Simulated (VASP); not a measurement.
KBr:

```
K Br
1.0
     0.00000    3.68830    3.68830
     3.68830    0.00000    3.68830
     3.68830    3.68830    0.00000
K Br
1 1
Direct
  0.00000 0.00000 0.00000
  0.25000 0.25000 0.25000
```

Base run:

| Property | Result |
| --- | --- |
| Program | VASP 6.6.1 |
| Functional | PBE0 |
| Potentials or basis | VASP PAW PBE potentials, release 64 (K_sv, Br) |
| Cutoff | 520 eV |
| k mesh | 4 × 4 × 4 |
| Occupations | gaussian, width 0.01 eV |
| Spin | no spin polarisation |

Its results: band gap on the k mesh 6.13 eV, indirect (least direct gap 6.14 eV); pressure 0.1 GPa.

Question: After a change of settings the same cell gave: band gap on the k mesh 5.46 eV, indirect (least direct gap 5.48 eV); pressure 0.0 GPa. Which change was it?
A. functional from PBE0 to PBE; cutoff from 520 eV to 500 eV
B. functional from PBE0 to HF; further incar settings from ALGO = Normal; EDIFF = 1e-06; NBANDS = 15 to ALGO = Normal; EDIFF = 1e-07; NBANDS = 15
C. functional from PBE0 to r2SCANh

Answer: C.

Caveats: the PAW data sets were made with another functional, which shifts forces and pressure a little.
